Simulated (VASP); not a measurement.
# C in VASP: a series of runs, part 2 of 2

VASP 6.6.1. Earlier steps stand in the parts before.

## Step 3: Single point, PBE (epitaxial xy strain -4.0%)

File INCAR:

```
SYSTEM = C
PREC = Accurate ; ENCUT = 520
EDIFF = 1E-6 ; ISMEAR = 0
SIGMA = 0.01 ; LREAL = .FALSE.
LASPH = .TRUE. ; NELM = 80
ALGO = Normal ; ISIF = 2
LWAVE = .FALSE. ; LCHARG = .TRUE.
GGA = PE ; LELF = .TRUE.
LVHAR = .TRUE. ; NBANDS = 11
```

File KPOINTS:

```
regular mesh
0
G
  6 6 6
  0 0 0
```

File POSCAR:

```
C
1.0
    0.0000000000      1.7089191755      1.7961065767
    1.7089191755      0.0000000000      1.7961065767
    1.7089191755      1.7089191755      0.0000000000
C
2
Direct
    0.0000000000      0.0000000000      0.0000000000
    0.2500000000      0.2500000000      0.2500000000
```

Potentials or basis: VASP PAW PBE potentials, release 64 (C).

Command:

```sh
$ cat potpaw_PBE.64/C/POTCAR > POTCAR
$ mpirun -np 1 vasp_std > vasp.out
```

OUTCAR:

```text
SYSTEM = C
   PREC = Accurate
   ENCUT = 520
   EDIFF = 1E-6
   ISMEAR = 0
   LREAL = .FALSE.
   LASPH = .TRUE.
   NELM = 80
   ISIF = 2
   GGA = PE

 ion  position               nearest neighbor table
   1  0.000  0.000  0.000-   2 1.51   2 1.51   2 1.51   2 1.51
   2  0.250  0.250  0.250-   1 1.51   1 1.51   1 1.51   1 1.51

  LATTYP: Found a body centered tetragonal cell.
 ALAT       =     2.4167766750
 C/A-ratio  =     1.4863653686

  Lattice vectors:

 A1 = (  -1.7089191755,   0.0000000000,   1.7961065767)
 A2 = (   1.7089191755,   0.0000000000,   1.7961065767)
 A3 = (   0.0000000000,   1.7089191755,  -1.7961065767)

Analysis of symmetry for initial positions (statically):
=====================================================================
 Subroutine PRICEL returns:
 Original cell was already a primitive cell.

 Routine SETGRP: Setting up the symmetry group for a
 body centered tetragonal supercell.

 Subroutine GETGRP returns: Found 16 space group operations
 (whereof  8 operations were pure point group operations)
 out of a pool of 16 trial point group operations.

The static configuration has the point symmetry D_2d.
 The point group associated with its full space group is D_4h.

Analysis of symmetry for dynamics (positions and initial velocities):
=====================================================================
 Subroutine PRICEL returns:
 Original cell was already a primitive cell.

 Routine SETGRP: Setting up the symmetry group for a
 body centered tetragonal supercell.

 Subroutine GETGRP returns: Found 16 space group operations
 (whereof  8 operations were pure point group operations)
 out of a pool of 16 trial point group operations.

The dynamic configuration has the point symmetry D_2d.
 The point group associated with its full space group is D_4h.

 Subroutine INISYM returns: Found 16 space group operations
 (whereof  8 operations are pure point group operations),
 and found     1 'primitive' translations

----------------------------------------------------------------------------------------

                                     Primitive cell

  volume of cell :      10.4907

  direct lattice vectors                    reciprocal lattice vectors
     0.000000000  1.708919175  1.796106577    -0.292582591  0.292582591  0.278379917
     1.708919175  0.000000000  1.796106577     0.292582591 -0.292582591  0.278379917
     1.708919175  1.708919175  0.000000000     0.292582591  0.292582591 -0.278379917

  length of vectors
     2.479194140  2.479194140  2.416776675     0.498702841  0.498702841  0.498702841

  position of ions in fractional coordinates (direct lattice)
     0.000000000  0.000000000  0.000000000
     0.250000000  0.250000000  0.250000000

  ion indices of the primitive-cell ions
   primitive index   ion index
                 1           1
                 2           2

----------------------------------------------------------------------------------------

 KPOINTS: regular mesh

Automatic generation of k-mesh.
 Grid dimensions read from file:
[... 24 lines left out ...]
  0.333333  0.000000  0.000000      8.000000
  0.500000  0.000000  0.000000      4.000000
  0.166667  0.166667  0.000000      2.000000
  0.333333  0.166667  0.000000      8.000000
[... 16 lines left out ...]
  0.333333  0.000000  0.333333      4.000000
  0.500000  0.000000  0.333333     16.000000
 [... further k-points ...]
   k-points           NKPTS =     30   k-points in BZ     NKDIM =     30   number of bands    NBANDS=     11
   number of dos      NEDOS =    301   number of ions     NIONS =      2
   total plane-waves  NPLWV =   5832
   dimension x,y,z NGX =    18 NGY =   18 NGZ =   18
   dimension x,y,z NGXF=    36 NGYF=   36 NGZF=   36
   ions per type =               2
   NGX,Y,Z   is equivalent  to a cutoff of  12.07, 12.07, 12.38 a.u.
   NGXF,Y,Z  is equivalent  to a cutoff of  24.14, 24.14, 24.76 a.u.
 SYSTEM =  C
   PREC   = accura    normal or accurate (medium, high low for compatibility)
   ISTART =      0    job   : 0-new  1-cont  2-samecut
   ICHARG =      2    charge: 1-file 2-atom 10-const
   ISPIN  =      1    spin polarized calculation?
   LNONCOLLINEAR =      F non collinear calculations
   LSORBIT =      F    spin-orbit coupling
   LASPH  =      T    aspherical Exc in radial PAW
   ENCUT  =  520.0 eV  38.22 Ry    6.18 a.u.   4.61  4.61  4.49*2*pi/ulx,y,z
   NELM   =     80;   NELMIN=  2; NELMDL= -5     # of ELM steps
   EDIFF  = 0.1E-05   stopping-criterion for ELM
   LREAL  =      F    real-space projection
   EDIFFG = 0.1E-04   stopping-criterion for IOM
   NSW    =      0    number of steps for IOM
   IBRION =     -1    ionic relax: 0-MD 1-quasi-New 2-CG
   NFREE  =      0    steps in history (QN), initial steepest desc. (CG)
   ISIF   =      2    stress and relaxation
   ISYM   =      2    0-nonsym 1-usesym 2-fastsym
   POTIM  = 0.5000    time-step for ionic-motion
   TEBEG  =    0.0;   TEEND  =   0.0 temperature during run
   PSTRESS=    0.0 pullay stress
   NELECT =       8.0000    total number of electrons
   NUPDOWN=      -1.0000    fix difference up-down
   EMIN   =  10.00;   EMAX   =-10.00  energy-range for DOS
   EFERMI =   0.00;   METHOD = LEGACY
   ISMEAR =     0;   SIGMA  =   0.01  broadening in eV -4-tet -1-fermi 0-gaus
   EFERMI_NEDOS =   21; number of points for ismear=-14 and -15
   IALGO  =     38    algorithm
   IMIX   =      4    mixing-type and parameters
     AMIX     =   0.40;   BMIX     =  1.00
     AMIX_MAG =   1.60;   BMIX_MAG =  1.00
  volume/ion in A,a.u.               =       5.25        35.40
  Fermi-wavevector in a.u.,A,eV,Ry     =   1.495672  2.826411 30.436717  2.237036
  Thomas-Fermi vector in A             =   2.607787
   LORBIT       =      0    0 simple, 1 ext, 2 COOP (PROOUT), +10 PAW based schemes
   GGA     = PE    functional components
   LHFCALC =     F    Hartree Fock is set to
   AEXX    =    0.0000 exact exchange contribution
   IVDW    =     0    specifies the selected vdW correction
   LEPSILON=     F    determine dielectric tensor
   LRPA    =     F    only Hartree local field effects (RPA)
 non-spin polarized calculation
 Gauss-broadening in eV      SIGMA  =   0.01
  energy-cutoff  :      520.00
  volume of cell :       10.49
 maximum number of plane-waves:       297
   NGX =  9   NGY =  9   NGZ =  9

 number of electron       7.9999999 magnetization

 Free energy of the ion-electron system (eV)
  ---------------------------------------------------
  ext. energy  EPLUGINS =         0.00000000
  ---------------------------------------------------
  free energy    TOTEN  =       -18.00470880 eV

  energy without entropy =      -18.00470880  energy(sigma->0) =      -18.00470880

 E-fermi :  11.2355     XC(G=0): -13.6491

 val. band max:       11.1813246355   @ k =   0.0000   0.0000   0.0000
 cond. band min:      14.8547909890   @ k =   0.3333   0.0000   0.3333
 fundamental gap:      3.6734663535
 Fermi energy:        11.2355195453

 k-point     1 :       0.0000    0.0000    0.0000
  band No.  band energies     occupation
      1     -11.6572      2.00000
      2      10.3429      2.00000
      3      11.1813      2.00000
      4      11.1813      2.00000
      5      16.5196      0.00000
      6      16.5196      0.00000
      7      17.1582      0.00000
      8      26.0225      0.00000
      9      31.2551      0.00000
     10      36.6373      0.00000
     11      37.5394      0.00000
[... 309 lines left out ...]
 k-point    24 :       0.5000    0.0000    0.3333
  band No.  band energies     occupation
      1      -4.4628      2.00000
      2       0.4015      2.00000
      3       2.6792      2.00000
      4       4.5838      2.00000
      5      15.9831      0.00000
      6      19.2161      0.00000
      7      26.1995      0.00000
      8      27.7056      0.00000
      9      33.5906      0.00000
     10      35.9771      0.00000
     11      41.0497      0.00000

 [... further k-points ...]

------------------------ aborting loop because EDIFF is reached ----------------------------------------

  FORCE on cell =-STRESS in cart. coord.  units (eV):
  Direction    XX          YY          ZZ          XY          YZ          ZX
  --------------------------------------------------------------------------------------
  -------------------------------------------------------------------------------------
  Total        3.9330891      3.9330891      0.4874842      0.0000000      0.0000000     -0.0000000
  in kB      600.6745346    600.6745346     74.4502254      0.0000000      0.0000000     -0.0000000
  external PRESSURE =     425.2664315 kB  Pullay stress =       0.0000000 kB

 VOLUME and BASIS-vectors are now :
 -----------------------------------------------------------------------------
  energy-cutoff  :      520.00
  volume of cell :       10.49
      direct lattice vectors                 reciprocal lattice vectors
     0.000000000  1.708919175  1.796106577    -0.292582591  0.292582591  0.278379917
     1.708919175  0.000000000  1.796106577     0.292582591 -0.292582591  0.278379917
     1.708919175  1.708919175  0.000000000     0.292582591  0.292582591 -0.278379917

 POSITION                                       TOTAL-FORCE (eV/Angst)
 -----------------------------------------------------------------------------------
      0.00000      0.00000      0.00000        -0.000000     -0.000000      0.000000
      0.85446      0.85446      0.89805         0.000000      0.000000      0.000000
 -----------------------------------------------------------------------------------
    total drift:                               -0.000000     -0.000000     -0.000000

  FREE ENERGIE OF THE ION-ELECTRON SYSTEM (eV)
  ---------------------------------------------------
  free  energy   TOTEN  =       -18.0047087984 eV

  energy  without entropy=      -18.0047087984  energy(sigma->0) =      -18.00470880
```

OSZICAR:

```text
N       E                     dE             d eps       ncg     rms          rms(c)
DAV:   1     0.107199655998E+01    0.10720E+01   -0.49086E+03   692   0.729E+02
DAV:   2    -0.184294300664E+02   -0.19501E+02   -0.18927E+02   851   0.132E+02
DAV:   3    -0.188034530014E+02   -0.37402E+00   -0.37349E+00   789   0.133E+01
DAV:   4    -0.188039815441E+02   -0.52854E-03   -0.52854E-03   696   0.635E-01
DAV:   5    -0.188039820748E+02   -0.53073E-06   -0.53077E-06   765   0.190E-02    0.614E+00
DAV:   6    -0.182043032723E+02    0.59968E+00   -0.31183E-01   663   0.401E+00    0.368E+00
DAV:   7    -0.180026457524E+02    0.20166E+00   -0.37354E-01   699   0.444E+00    0.887E-01
DAV:   8    -0.180046551881E+02   -0.20094E-02   -0.97767E-03   690   0.757E-01    0.468E-02
DAV:   9    -0.180046888110E+02   -0.33623E-04   -0.64105E-05   769   0.646E-02    0.258E-02
DAV:  10    -0.180047086709E+02   -0.19860E-04   -0.13651E-05   693   0.334E-02    0.534E-03
DAV:  11    -0.180047087984E+02   -0.12749E-06   -0.24559E-07   578   0.465E-03
   1 F= -.18004709E+02 E0= -.18004709E+02  d E =-.916742E-17
```

Run time: 3.8 s. Hardware: 1 thread of AMD EPYC 7R13 (Zen 3), shared host; peak memory 0.08 GiB.

What came out:

```
Free energy            : -18.0047 eV
Pressure               : 42.5 GPa
Band gap on the k mesh : 3.67 eV, indirect (least direct gap 5.34 eV)
```

Stress tensor (GPa, compression positive):
```
60.07  0.00  0.00
 0.00 60.07  0.00
 0.00  0.00  7.45
```

Caveat: the k points lie up to 0.52 Å⁻¹ apart; the cell differs from its parent crystal (epitaxial xy strain -4.0%).
